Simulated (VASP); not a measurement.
A run of VASP 6.6.1:

The input INCAR:

```
ALGO     = Normal         # electronic algorithm
EDIFF    = 1E-6           # SCF threshold, eV
ENCUT    = 520            # plane-wave cutoff, eV
GGA      = PE             # functional
ISIF     = 2              # what is computed and relaxed
ISMEAR   = 0              # smearing method
ISPIN    = 2              # spin polarisation
LASPH    = True           # aspherical terms in the spheres
LCHARG   = False          # write CHGCAR
LMAXMIX  = 4              # l up to which the mixer works
LORBIT   = 11             # projections on sites
LREAL    = False          # projectors in reciprocal space
LWAVE    = False          # write WAVECAR
MAGMOM   = 3.18 3.18 3.18 0.31 # initial moments
NBANDS   = 37             # bands
NELM     = 150            # most SCF steps
NUPDOWN  = 9.38           # fixed moment
PREC     = Accurate       # precision mode
SIGMA    = 0.1            # smearing width, eV
```

Contents of KPOINTS:

```
k-points
0
Gamma
  12 12 12
```

Contents of POSCAR:

```
Mn3Cu
1.0
    3.5343305890      0.0000000000      0.0000000000
    0.0000000000      3.5343305890      0.0000000000
    0.0000000000      0.0000000000      3.5343305890
Mn Cu
3 1
Direct
    0.0000000000      0.5000000000      0.5000000000
    0.5000000000      0.0000000000      0.5000000000
    0.5000000000      0.5000000000      0.0000000000
    0.0000000000      0.0000000000      0.0000000000
```

Potentials or basis: VASP PAW PBE potentials, release 64 (Mn_pv, Cu).

Launch:

```sh
$ cat potpaw_PBE.64/Mn_pv/POTCAR potpaw_PBE.64/Cu/POTCAR > POTCAR
$ mpirun -np 1 vasp_std > vasp.out
```

Hardware: 1 thread of Intel(R) Xeon(R) 6975P-C (Granite Rapids), on a shared host.

Q: Estimate the wall time of this run.

A: Run time: 120 s on 1 thread of Intel(R) Xeon(R) 6975P-C (Granite Rapids) (shared host), peak memory 0.31 GiB. Counts: scf iterations 16, k points 84.
